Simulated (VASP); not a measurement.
Set up this calculation in VASP 6.6.1, as the native input.

```
Task                   : electric field gradients
Functional             : LDA
Potentials or basis    : VASP PAW LDA potentials, release 64 (Ta_pv, N)
Cutoff                 : 520 eV
k mesh                 : 9 × 9 × 5
Occupations            : fermi-dirac, width 0.03 eV
Spin                   : no spin polarisation
Dipole correction      : no
Further INCAR settings : ALGO = Normal; EDIFF = 1e-08; NBANDS = 24
```

The structure of TaN lies in POSCAR:

```
TaN
1.0
    3.0500010905      0.0000000000      0.0000000000
   -1.5250005453      2.6413784260      0.0000000000
    0.0000000000      0.0000000000      4.8412000000
Ta N
2 2
Direct
    0.3333333333      0.6666666667      0.0000000000
    0.6666666667      0.3333333333      0.5000000000
    0.3333333333      0.6666666667      0.3850000000
    0.6666666667      0.3333333333      0.8850000000
```

This cell differs from its parent crystal: zz strain of -2 %.

The input as run:

INCAR

```
SYSTEM = TaN
  PREC = Accurate
  ENCUT = 520
  EDIFF = 1E-8
  ISMEAR = -1
  SIGMA = 0.03
  LREAL = .FALSE.
  LASPH = .TRUE.
  NELM = 100
  ALGO = Normal
  ISIF = 2
  LWAVE = .FALSE.
  LCHARG = .FALSE.
  LEFG = .TRUE.
  NBANDS = 24
```

KPOINTS

```
regular mesh
0
G
  9 9 5
  0 0 0
```

Potentials or basis: VASP PAW LDA potentials, release 64 (Ta_pv, N).

Command:

```console
$ cat potpaw_LDA.64/Ta_pv/POTCAR potpaw_LDA.64/N/POTCAR > POTCAR
$ mpirun -np 1 vasp_std > vasp.out
```

Results of the run:

```
Pressure               : 136.0 GPa
Largest force          : 1.190 eV/Å
Band gap on the k mesh : zero (band 16 reaches 10.37 eV, above the bottom of band 17 at 8.20 eV)
```

Caveat: the cell differs from its parent crystal (zz strain of -2 %); without QUAD_EFG the Cq values of the log hold for a quadrupole moment of 1 mb, not for the nuclei; spin-orbit coupling is left out, which moves the levels of the heavy elements; forces of over 1 eV/Å act on the atoms, so gaps and moduli don't describe the material at rest.

Run time: 30 s on 1 thread of Intel(R) Xeon(R) Platinum 8488C (Sapphire Rapids), on a shared host, peak memory 0.15 GiB.
